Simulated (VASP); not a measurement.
# ZrSi2: single point with PBE

ZrSi2:

```
Zr Si
1.0
     1.83682   -7.28862    0.00000
     1.83682    7.28862    0.00000
     0.00000    0.00000    3.65100
Zr Si
2 4
Direct
  0.89518 0.10482 0.75000
  0.10482 0.89518 0.25000
  0.55384 0.44616 0.75000
  0.44616 0.55384 0.25000
  0.25030 0.74970 0.75000
  0.74970 0.25030 0.25000
```

```json
{
 "Program": "VASP 6.6.1",
 "Task": "single point",
 "Functional": "PBE",
 "Potentials or basis": "VASP PAW PBE potentials, release 64 (Zr_sv, Si)",
 "Cutoff": "520 eV",
 "k mesh": "10 × 10 × 10",
 "Occupations": "gaussian, width 0.1 eV",
 "Spin": "no spin polarisation"
}
```

```yaml
Pressure: 4.0 GPa
Largest_force: 0.019 eV/Å
Band_gap_on_the_k_mesh: zero (bands 20 and 21 overlap by 1.01 eV)
```

Forces in eV/Å, atoms in the order of the input:
```
Zr   0.000  0.009  0.000
Zr   0.000 -0.009  0.000
Si   0.000  0.019  0.000
Si   0.000 -0.019  0.000
Si   0.000  0.002  0.000
Si   0.000 -0.002  0.000
```

Levels at points of the mesh, in eV from the Fermi level:
| k point | band 16 | band 17 | band 18 | band 19 | band 20 | band 21 | band 22 | band 23 | band 24 | band 25 |
| --- | --- | --- | --- | --- | --- | --- | --- | --- | --- | --- |
| (0.00, 0.00, 0.00) | -2.47 | -2.42 | -2.42 | -2.34 | 0.01 | 1.09 | 1.39 | 1.47 | 1.61 | 2.12 |
| (0.50, 0.00, 0.00) | -2.62 | -1.79 | -1.57 | -0.88 | -0.48 | -0.46 | 0.97 | 0.98 | 2.11 | 2.35 |
| (0.50, 0.50, 0.00) | -2.77 | -2.70 | -1.90 | -1.48 | 0.41 | 1.00 | 1.16 | 1.48 | 1.74 | 2.25 |
| (0.00, 0.00, 0.50) | -2.51 | -1.96 | -1.96 | -0.08 | -0.08 | 0.18 | 0.18 | 1.60 | 1.60 | 2.37 |
| (0.50, 0.00, 0.50) | -3.82 | -3.25 | -3.25 | -2.20 | -2.20 | 2.22 | 2.22 | 3.17 | 3.17 | 3.32 |
| (0.50, 0.50, 0.50) | -3.01 | -2.28 | -2.28 | -0.94 | -0.94 | 0.10 | 0.10 | 2.33 | 2.33 | 3.07 |

Wall time 8.9 min on 1 thread of Intel(R) Xeon(R) Platinum 8375C CPU @ 2.90GHz (Ice Lake), on a shared host, peak memory 0.58 GiB.

Caveat: the cell stands under pressure.
